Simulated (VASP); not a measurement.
# Al3GaN4 (Pm) in VASP: a series of runs

Al3GaN4 is run at these levels: PBEsol; tasks: single point.

Program: VASP 6.6.1. These are calculated values, not measurements. Logs are shortened: lines on timing, memory, paths and dates and some standing lists are left out, and cuts for length are marked.

**1. The cell of the first run**

Symmetry: Pm, No. 6, monoclinic system. Conventional cell: a = 5.043 Å, b = 3.130 Å, c = 5.418 Å, α = 90.00°, β = 90.03°, γ = 90.00°. Within 2.4 Å of Al (site symmetry m) lie 4 N at 1.79 to 2.07 Å. Within 2.5 Å of Al (site symmetry m) lie 4 N at 1.90 Å. Within 2.5 Å of Al (site symmetry m) lie 4 N at 1.90 to 1.91 Å. Ga (site symmetry m) has 4 N at 1.93 to 1.96 Å within 2.6 Å. N (site symmetry m) has 3 Al at 1.90 Å and 1 Ga at 1.96 Å within 2.5 Å. N (site symmetry m) has 4 Al at 1.90 to 2.07 Å within 2.5 Å. Within 2.5 Å of N (site symmetry m) lie 2 Al at 1.90 to 1.95 Å and 2 Ga at 1.93 Å. N (site symmetry m) has 3 Al at 1.79 to 1.91 Å and 1 Ga at 1.94 Å within 2.4 Å.

**2. Single point, PBEsol (atom 1 (Al) moved -0.200 Å towards its neighbour atom 2 (Al) at 3.095 Å)**

File INCAR:

```
SYSTEM = Al3GaN4
PREC     = Accurate       ! precision mode
ENCUT    = 520            ! plane-wave cutoff, eV
EDIFF    = 1E-6           ! SCF threshold, eV
ISMEAR   = 0              ! smearing method
SIGMA    = 0.05           ! smearing width, eV
LREAL    = .False.        ! projectors in reciprocal space
LASPH    = .True.         ! aspherical terms in the spheres
NELM     = 100            ! most SCF steps
ALGO     = Normal         ! electronic algorithm
ISIF     = 2              ! what is computed and relaxed
LWAVE    = .False.        ! write WAVECAR
LCHARG   = .True.         ! write CHGCAR
GGA      = PS             ! functional
LELF     = .True.         ! ELF
LVHAR    = .True.       
NBANDS   = 31             ! bands
```

File KPOINTS:

```
Automatic mesh
0
Gamma
  6 8 4
  0 0 0
```

File POSCAR:

```
Al3GaN4
1.0
    5.0434079743      0.0000000000      0.0001149899
    0.0000000000      3.1300738979      0.0000000000
   -0.0032362578      0.0000000000      5.4179919454
Al Ga N
3 1 4
Direct
    0.5324905297      0.5000000000      0.1888140136
    0.0009207031      0.5000000000      0.8348055926
    0.0010880657      0.0000000000      0.3316926346
    0.4994217128      0.0000000000      0.6662009018
    0.1111724737      0.0000000000      0.6663292504
    0.1224543244      0.5000000000      0.1671578642
    0.6251234792      0.5000000000      0.8401923549
    0.6231881982      0.0000000000      0.3262928352
```

Potentials or basis: VASP PAW PBE potentials, release 64 (Al, Ga_d, N).

Started as:

```sh
cat potpaw_PBE.64/Al/POTCAR potpaw_PBE.64/Ga_d/POTCAR potpaw_PBE.64/N/POTCAR > POTCAR
mpirun -np 1 vasp_std > vasp.out
```

OUTCAR:

```text
SYSTEM = Al3GaN4
   PREC = Accurate
   ENCUT = 520
   EDIFF = 1E-6
   ISMEAR = 0
   LREAL = .False.
   LASPH = .True.
   NELM = 100
   ISIF = 2
   GGA = PS

 ion  position               nearest neighbor table
   1  0.532  0.500  0.189-   8 1.79   8 1.79   7 1.95   6 2.07   3 2.94   3 2.94   4 3.03   4 3.03
                             2 3.04   3 3.20   3 3.20   2 3.30
   2  0.001  0.500  0.835-   5 1.90   5 1.90   7 1.90   6 1.90   1 3.04   4 3.10   4 3.10   4 3.11
                             4 3.11   3 3.11   3 3.11   3 3.14   3 3.14   1 3.30
   3  0.001  0.000  0.332-   5 1.90   6 1.90   6 1.90   8 1.91   1 2.94   1 2.94   4 3.10   4 3.11
                             2 3.11   2 3.11   2 3.14   2 3.14   1 3.20   1 3.20
   4  0.499  0.000  0.666-   7 1.93   7 1.93   8 1.94   5 1.96   1 3.03   1 3.03   3 3.10   2 3.10
                             2 3.10   2 3.11   2 3.11   3 3.11
   5  0.111  0.000  0.666-   2 1.90   2 1.90   3 1.90   4 1.96
   6  0.122  0.500  0.167-   2 1.90   3 1.90   3 1.90   1 2.07
   7  0.625  0.500  0.840-   2 1.90   4 1.93   4 1.93   1 1.95
   8  0.623  0.000  0.326-   1 1.79   1 1.79   3 1.91   4 1.94

  LATTYP: Found a simple monoclinic cell.
 ALAT       =     5.0434079756
 B/A-ratio  =     0.6206267494
 C/A-ratio  =     1.0742721862
 COS(beta)  =    -0.0005745167

  Lattice vectors:

 A1 = (   5.0434079743,   0.0000000000,   0.0001149899)
 A2 = (   0.0000000000,   3.1300738979,   0.0000000000)
 A3 = (  -0.0032362578,   0.0000000000,   5.4179919454)

Analysis of symmetry for initial positions (statically):
=====================================================================
 Subroutine PRICEL returns:
 Original cell was already a primitive cell.

 Routine SETGRP: Setting up the symmetry group for a
 simple monoclinic supercell.

 Subroutine GETGRP returns: Found  2 space group operations
 (whereof  2 operations were pure point group operations)
 out of a pool of  4 trial point group operations.

The static configuration has the point symmetry C_1h.

Analysis of symmetry for dynamics (positions and initial velocities):
=====================================================================
 Subroutine PRICEL returns:
 Original cell was already a primitive cell.

 Routine SETGRP: Setting up the symmetry group for a
 simple monoclinic supercell.

 Subroutine GETGRP returns: Found  2 space group operations
 (whereof  2 operations were pure point group operations)
 out of a pool of  4 trial point group operations.

The dynamic configuration has the point symmetry C_1h.

 Subroutine INISYM returns: Found  2 space group operations
 (whereof  2 operations are pure point group operations),
 and found     1 'primitive' translations

----------------------------------------------------------------------------------------

                                     Primitive cell

  volume of cell :      85.5297

  direct lattice vectors                    reciprocal lattice vectors
     5.043407974  0.000000000  0.000114990     0.198278623  0.000000000  0.000118435
     0.000000000  3.130073898  0.000000000     0.000000000  0.319481275  0.000000000
    -0.003236258  0.000000000  5.417991945    -0.000004208  0.000000000  0.184570224

  length of vectors
     5.043407976  3.130073898  5.417992912     0.198278658  0.319481275  0.184570224

  position of ions in fractional coordinates (direct lattice)
     0.532490530  0.500000000  0.188814014
     0.000920703  0.500000000  0.834805593
     0.001088066  0.000000000  0.331692635
     0.499421713  0.000000000  0.666200902
     0.111172474  0.000000000  0.666329250
     0.122454324  0.500000000  0.167157864
     0.625123479  0.500000000  0.840192355
     0.623188198  0.000000000  0.326292835

  ion indices of the primitive-cell ions
   primitive index   ion index
                 1           1
                 2           2
                 3           3
                 4           4
                 5           5
                 6           6
                 7           7
                 8           8

----------------------------------------------------------------------------------------

 KPOINTS: Automatic mesh

Automatic generation of k-mesh.
 Grid dimensions read from file:
 generate k-points for:    6    8    4

 Generating k-lattice:

  Cartesian coordinates                     Fractional coordinates (reciprocal lattice)
     0.033046437  0.000000000  0.000019739     0.166666667  0.000000000 -0.000000000
     0.000000000  0.039935159  0.000000000     0.000000000  0.125000000  0.000000000
    -0.000001052  0.000000000  0.046142556    -0.000000000  0.000000000  0.250000000

  Length of vectors
     0.033046443  0.039935159  0.046142556

  Shift w.r.t. Gamma in fractional coordinates (k-lattice)
     0.000000000  0.000000000  0.000000000

 Subroutine IBZKPT returns following result:
 ===========================================

 Found     70 irreducible k-points:

 Following reciprocal coordinates:
            Coordinates               Weight
  0.000000  0.000000  0.000000      1.000000
  0.166667  0.000000  0.000000      2.000000
  0.333333  0.000000 -0.000000      2.000000
  0.500000  0.000000  0.000000      1.000000
  0.000000  0.125000  0.000000      2.000000
  0.166667  0.125000  0.000000      4.000000
[... 16 lines left out ...]
  0.333333  0.000000  0.250000      2.000000
  0.500000  0.000000  0.250000      2.000000
 [... further k-points ...]
   k-points           NKPTS =     70   k-points in BZ     NKDIM =     70   number of bands    NBANDS=     31
   number of dos      NEDOS =    301   number of ions     NIONS =      8
   total plane-waves  NPLWV =  38400
   dimension x,y,z NGX =    40 NGY =   24 NGZ =   40
   dimension x,y,z NGXF=    80 NGYF=   48 NGZF=   80
   ions per type =               3   1   4
   NGX,Y,Z   is equivalent  to a cutoff of  13.19, 12.75, 12.27 a.u.
   NGXF,Y,Z  is equivalent  to a cutoff of  26.37, 25.49, 24.55 a.u.
 SYSTEM =  Al3GaN4
   PREC   = accura    normal or accurate (medium, high low for compatibility)
   ISTART =      0    job   : 0-new  1-cont  2-samecut
   ICHARG =      2    charge: 1-file 2-atom 10-const
   ISPIN  =      1    spin polarized calculation?
   LNONCOLLINEAR =      F non collinear calculations
   LSORBIT =      F    spin-orbit coupling
   LASPH  =      T    aspherical Exc in radial PAW
   ENCUT  =  520.0 eV  38.22 Ry    6.18 a.u.   9.38  5.82 10.07*2*pi/ulx,y,z
   NELM   =    100;   NELMIN=  2; NELMDL= -5     # of ELM steps
   EDIFF  = 0.1E-05   stopping-criterion for ELM
   LREAL  =      F    real-space projection
   EDIFFG = 0.1E-04   stopping-criterion for IOM
   NSW    =      0    number of steps for IOM
   IBRION =     -1    ionic relax: 0-MD 1-quasi-New 2-CG
   NFREE  =      0    steps in history (QN), initial steepest desc. (CG)
   ISIF   =      2    stress and relaxation
   ISYM   =      2    0-nonsym 1-usesym 2-fastsym
   POTIM  = 0.5000    time-step for ionic-motion
   TEBEG  =    0.0;   TEEND  =   0.0 temperature during run
   PSTRESS=    0.0 pullay stress
   NELECT =      42.0000    total number of electrons
   NUPDOWN=      -1.0000    fix difference up-down
   EMIN   =  10.00;   EMAX   =-10.00  energy-range for DOS
   EFERMI =   0.00;   METHOD = LEGACY
   ISMEAR =     0;   SIGMA  =   0.05  broadening in eV -4-tet -1-fermi 0-gaus
   EFERMI_NEDOS =   21; number of points for ismear=-14 and -15
   IALGO  =     38    algorithm
   IMIX   =      4    mixing-type and parameters
     AMIX     =   0.40;   BMIX     =  1.00
     AMIX_MAG =   1.60;   BMIX_MAG =  1.00
  volume/ion in A,a.u.               =      10.69        72.15
  Fermi-wavevector in a.u.,A,eV,Ry     =   1.291573  2.440719 22.696701  1.668160
  Thomas-Fermi vector in A             =   2.423334
   LORBIT       =      0    0 simple, 1 ext, 2 COOP (PROOUT), +10 PAW based schemes
   GGA     = PS    functional components
   LHFCALC =     F    Hartree Fock is set to
   AEXX    =    0.0000 exact exchange contribution
   IVDW    =     0    specifies the selected vdW correction
   LEPSILON=     F    determine dielectric tensor
   LRPA    =     F    only Hartree local field effects (RPA)
 non-spin polarized calculation
 Gauss-broadening in eV      SIGMA  =   0.05
  energy-cutoff  :      520.00
  volume of cell :       85.53
 maximum number of plane-waves:      2328
 NGX is ok and might be reduce to    40
   NGX = 19   NGY = 11   NGZ = 21

 number of electron      41.9999991 magnetization

 Free energy of the ion-electron system (eV)
  ---------------------------------------------------
  ext. energy  EPLUGINS =         0.00000000
  ---------------------------------------------------
  free energy    TOTEN  =       -59.68975606 eV

  energy without entropy =      -59.68975606  energy(sigma->0) =      -59.68975606

 E-fermi :   6.1327     XC(G=0): -11.3188

 val. band max:        5.9278959184   @ k =   0.0000   0.0000   0.0000
 cond. band min:       9.1773261974   @ k =   0.0000   0.0000   0.0000
 fundamental gap:      3.2494302789
 Fermi energy:         6.1327225584

 k-point     1 :       0.0000    0.0000    0.0000
  band No.  band energies     occupation
      1      -9.6676      2.00000
      2      -8.3857      2.00000
      3      -8.1129      2.00000
      4      -7.0839      2.00000
      5      -7.0110      2.00000
      6      -6.9333      2.00000
[... 23 lines left out ...]
     30      16.6358      0.00000
     31      16.9817      0.00000

 k-point     2 :       0.1667    0.0000    0.0000
  band No.  band energies     occupation
      1      -9.5821      2.00000
      2      -8.3775      2.00000
      3      -8.1368      2.00000
      4      -7.0840      2.00000
      5      -7.0429      2.00000
      6      -6.9848      2.00000
[... 23 lines left out ...]
     30      16.5529      0.00000
     31      17.0545      0.00000

 k-point     3 :       0.3333    0.0000   -0.0000
  band No.  band energies     occupation
      1      -9.3641      2.00000
      2      -8.3908      2.00000
      3      -8.2140      2.00000
      4      -7.2071      2.00000
      5      -7.0844      2.00000
      6      -7.0035      2.00000
[... 23 lines left out ...]
     30      16.4124      0.00000
     31      16.4846      0.00000

 k-point     4 :       0.5000    0.0000    0.0000
  band No.  band energies     occupation
      1      -9.2062      2.00000
      2      -8.4610      2.00000
      3      -8.2509      2.00000
      4      -7.2897      2.00000
      5      -7.0846      2.00000
      6      -7.0067      2.00000
[... 23 lines left out ...]
     30      16.5311      0.00000
     31      16.6461      0.00000

 k-point     5 :       0.0000    0.1250    0.0000
  band No.  band energies     occupation
      1      -9.5302      2.00000
      2      -8.3387      2.00000
      3      -8.0873      2.00000
      4      -7.1196      2.00000
      5      -6.9896      2.00000
      6      -6.9358      2.00000
[... 23 lines left out ...]
     30      16.4705      0.00000
     31      16.9975      0.00000
[... 542 lines left out ...]
     30      16.4640      0.00000
     31      17.0801      0.00000

 k-point    22 :       0.1667    0.0000    0.2500
  band No.  band energies     occupation
      1      -9.4170      2.00000
      2      -8.5055      2.00000
      3      -8.0941      2.00000
      4      -7.2035      2.00000
      5      -7.0844      2.00000
      6      -6.9979      2.00000
[... 23 lines left out ...]
     30      16.6813      0.00000
     31      16.6894      0.00000

 k-point    23 :       0.3333    0.0000    0.2500
  band No.  band energies     occupation
      1      -9.2203      2.00000
      2      -8.4403      2.00000
      3      -8.1692      2.00000
      4      -7.2986      2.00000
      5      -7.0847      2.00000
      6      -6.9892      2.00000
[... 23 lines left out ...]
     30      16.4770      0.00000
     31      16.7378      0.00000

 k-point    24 :       0.5000    0.0000    0.2500
  band No.  band energies     occupation
      1      -9.0864      2.00000
      2      -8.4014      2.00000
      3      -8.2482      2.00000
      4      -7.3722      2.00000
      5      -7.0849      2.00000
      6      -6.9890      2.00000
[... 23 lines left out ...]
     30      16.5179      0.00000
     31      16.9788      0.00000

 [... further k-points ...]
[... 5 lines left out ...]
  --------------------------------------------------------------------------------------
  -------------------------------------------------------------------------------------
  Total       -1.0936747      2.9838684     -0.1727303      0.0000000      0.0000000      0.2786895
  in kB      -20.4871569     55.8950311     -3.2356538      0.0000000      0.0000000      5.2205254
  external PRESSURE =      10.7240735 kB  Pullay stress =       0.0000000 kB

 VOLUME and BASIS-vectors are now :
 -----------------------------------------------------------------------------
  energy-cutoff  :      520.00
  volume of cell :       85.53
      direct lattice vectors                 reciprocal lattice vectors
     5.043407974  0.000000000  0.000114990     0.198278623  0.000000000  0.000118435
     0.000000000  3.130073898  0.000000000     0.000000000  0.319481275  0.000000000
    -0.003236258  0.000000000  5.417991945    -0.000004208  0.000000000  0.184570224

 POSITION                                       TOTAL-FORCE (eV/Angst)
 -----------------------------------------------------------------------------------
      2.68496      1.56504      1.02305        -2.467526      0.000000     -2.732617
      0.00194      1.56504      4.52297         0.366212      0.000000      0.099770
      0.00441      0.00000      1.79711         0.919345      0.000000     -0.035105
      2.51663      0.00000      3.60953        -0.235174      0.000000      0.840593
      0.55853      0.00000      3.61018         0.056644      0.000000     -0.152990
      0.61705      1.56504      0.90567         0.338527      0.000000      0.346967
      3.15003      1.56504      4.55223         0.099266      0.000000      0.396862
      3.14194      0.00000      1.76792         0.922706      0.000000      1.236520
 -----------------------------------------------------------------------------------
    total drift:                               -0.000175     -0.000000     -0.001156

  FREE ENERGIE OF THE ION-ELECTRON SYSTEM (eV)
  ---------------------------------------------------
  free  energy   TOTEN  =       -59.6897560628 eV

  energy  without entropy=      -59.6897560628  energy(sigma->0) =      -59.68975606
```

Run time: 4.2 min. Hardware: 1 thread of Intel Xeon 8259CL, shared host; peak memory 0.3 GiB.

What came out:

- Free energy: -59.6898 eV
- Pressure: 1.1 GPa
- Largest force: 3.682 eV/Å
- Band gap on the k mesh: 3.25 eV

Forces on the atoms (eV/Å):
```
Al  -2.468  0.000 -2.733
Al   0.366  0.000  0.100
Al   0.919  0.000 -0.035
Ga  -0.235  0.000  0.841
N    0.057  0.000 -0.153
N    0.339  0.000  0.347
N    0.099  0.000  0.397
N    0.923  0.000  1.237
```

Caveat: the cell differs from its parent crystal (atom 1 (Al) moved -0.200 Å towards its neighbour atom 2 (Al) at 3.095 Å); the stress differs along the axes, from -2 to 6 GPa; the PAW data sets were made with another functional, which shifts forces and pressure a little.

**3. Single point, PBEsol (atom 1 (Al) moved +0.150 Å towards its neighbour atom 2 (Al) at 3.095 Å)**

File INCAR:

```
  PREC = Accurate
  ENCUT = 520
  EDIFF = 1E-6
  ISMEAR = 0
  SIGMA = 0.05
  LREAL = F
  LASPH = T
  NELM = 80
  ALGO = Normal
  ISIF = 2
  LWAVE = F
  LCHARG = F
  GGA = PS
  NBANDS = 31
```

File KPOINTS:

```
Automatic mesh
0
Gamma
  6 8 4
```

Changes to POSCAR since step 2:

```diff
@@ -8,3 +8,3 @@
 Direct
-    0.5324905297      0.5000000000      0.1888140136
+    0.4760346778      0.5000000000      0.1512162306
     0.0009207031      0.5000000000      0.8348055926
```

Potentials or basis: VASP PAW PBE potentials, release 64 (Al, Ga_d, N).

Started as:

```sh
cat potpaw_PBE.64/Al/POTCAR potpaw_PBE.64/Ga_d/POTCAR potpaw_PBE.64/N/POTCAR > POTCAR
mpirun -np 1 vasp_std > vasp.out
```

It took 3.9 min on 1 thread of Intel Xeon 8259CL, shared host; peak memory 0.29 GiB.

The run converged. Its results:

* Free energy: -59.8191 eV
* Pressure: 0.8 GPa
* Largest force: 3.406 eV/Å
* Band gap on the k mesh: 3.21 eV

Forces on the atoms (eV/Å):
```
Al   2.902  0.000  1.784
Al  -0.390  0.000 -0.118
Al  -0.655  0.000  0.056
Ga   0.207  0.000 -0.637
N   -0.031  0.000  0.129
N   -1.296  0.000 -0.218
N   -0.067  0.000 -0.332
N   -0.670  0.000 -0.664
```

Stress tensor (GPa, compression positive):
```
 4.03  0.00 -1.15
 0.00 -1.74  0.00
-1.15  0.00  0.07
```

Levels at points of the mesh, in eV from the valence-band top:
```
           k point  band 17  band 18  band 19  band 20  band 21  band 22  band 23  band 24  band 25  band 26
(0.00, 0.00, 0.00)    -1.26    -0.81    -0.34    -0.21     0.00     3.21     5.09     5.59     5.63     7.42
(0.50, 0.00, 0.00)    -1.48    -1.13    -1.10    -0.37    -0.13     4.48     4.86     5.47     5.63     8.16
(0.00, 0.50, 0.00)    -3.23    -2.18    -2.01    -1.98    -1.66     5.09     5.47     7.31     7.50     7.71
(0.50, 0.50, 0.00)    -3.12    -1.67    -1.46    -1.30    -1.09     5.68     6.07     6.20     6.50     7.90
(0.00, 0.00, 0.50)    -1.91    -0.98    -0.65    -0.55    -0.31     5.12     5.56     6.60     7.13     7.38
(0.50, 0.00, 0.50)    -1.74    -1.70    -1.51    -1.10    -0.60     5.37     5.83     6.02     6.18     7.80
(0.00, 0.50, 0.50)    -2.48    -2.29    -2.06    -1.03    -0.77     4.88     5.22     5.38     5.74     6.61
(0.50, 0.50, 0.50)    -1.95    -1.76    -1.48    -1.47    -1.28     4.42     4.58     4.71     5.20     7.49
```

Caveat: the cell differs from its parent crystal (atom 1 (Al) moved +0.150 Å towards its neighbour atom 2 (Al) at 3.095 Å); the stress differs along the axes, from -2 to 4 GPa; the PAW data sets were made with another functional, which shifts forces and pressure a little. A k mesh can miss the band edges.

[end of part 1 of 2]
